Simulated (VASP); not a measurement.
Set up this calculation in VASP 6.6.1, as the native input.

```yaml
Task: single point
Functional: r2SCAN
Potentials_or_basis: VASP PAW PBE potentials, release 64 (Ta_pv, N)
Cutoff: 520 eV
k_mesh: 9 × 9 × 1
Occupations: gaussian, width 0.1 eV
Spin: no spin polarisation
Dipole_correction: yes
Further_INCAR_settings: ALGO = Normal; EDIFF = 1e-07; NBANDS = 42
```

The system is TaN, a slab with vacuum.

```
CELL_PARAMETERS angstrom
3.10882 0.00000 0.00000
0.00000 3.10882 0.00000
0.00000 0.00000 23.59480
ATOMIC_POSITIONS crystal
Ta 0.00000 0.00000 0.36025
Ta 0.50000 0.50000 0.45342
Ta 0.00000 0.00000 0.55171
Ta 0.50000 0.50000 0.63481
N 0.50000 0.50000 0.36025
N 0.00000 0.00000 0.45342
N 0.50000 0.50000 0.54644
N 0.00000 0.00000 0.65019
```

The input as run:

POSCAR

```
TaN
1.0
    3.1088180366      0.0000000000      0.0000000000
    0.0000000000      3.1088180366      0.0000000000
    0.0000000000      0.0000000000     23.5947989454
Ta N
4 4
Direct
    0.0000000000      0.0000000000      0.3602488845
    0.5000000000      0.5000000000      0.4534162948
    0.0000000000      0.0000000000      0.5517084245
    0.5000000000      0.5000000000      0.6348086051
    0.5000000000      0.5000000000      0.3602488845
    0.0000000000      0.0000000000      0.4534162948
    0.5000000000      0.5000000000      0.5464443075
    0.0000000000      0.0000000000      0.6501858717
```

INCAR.step1

```
ALGO = Normal
DIPOL = 0.5 0.5 0.501
EDIFF = 1E-4
ENCUT = 520
GGA = PE
IDIPOL = 3
ISMEAR = 0
LASPH = T
LCHARG = F
LDIPOL = T
LREAL = F
LWAVE = T
NBANDS = 42
NELM = 100
PREC = Accurate
SIGMA = 0.1
```

INCAR.step2

```
ALGO = Normal
DIPOL = 0.5 0.5 0.501
EDIFF = 1E-7
ENCUT = 520
IDIPOL = 3
ISIF = 2
ISMEAR = 0
ISTART = 1
LASPH = T
LCHARG = F
LDIPOL = T
LMIXTAU = T
LREAL = F
LWAVE = F
METAGGA = R2SCAN
NBANDS = 42
NELM = 100
PREC = Accurate
SIGMA = 0.1
```

KPOINTS

```
k-points
0
Gamma
  9 9 1
```

Potentials or basis: VASP PAW PBE potentials, release 64 (Ta_pv, N).

Run with:

```console
$ cat potpaw_PBE.64/Ta_pv/POTCAR potpaw_PBE.64/N/POTCAR > POTCAR
$ cp INCAR.step1 INCAR
$ mpirun -np 1 vasp_std > vasp.out
$ cp INCAR.step2 INCAR
$ mpirun -np 1 vasp_std > vasp.out
```

It gave:

```yaml
Largest_force: 2.171 eV/Å
Band_gap_on_the_k_mesh: zero (bands 32 and 33 overlap by 2.59 eV)
```

Caveat: the PAW data sets were made with another functional, which shifts forces and pressure a little; spin-orbit coupling is left out, which moves the levels of the heavy elements.

Wall time 24 min on 1 thread of Intel Xeon 8259CL (shared host), peak memory 0.42 GiB.
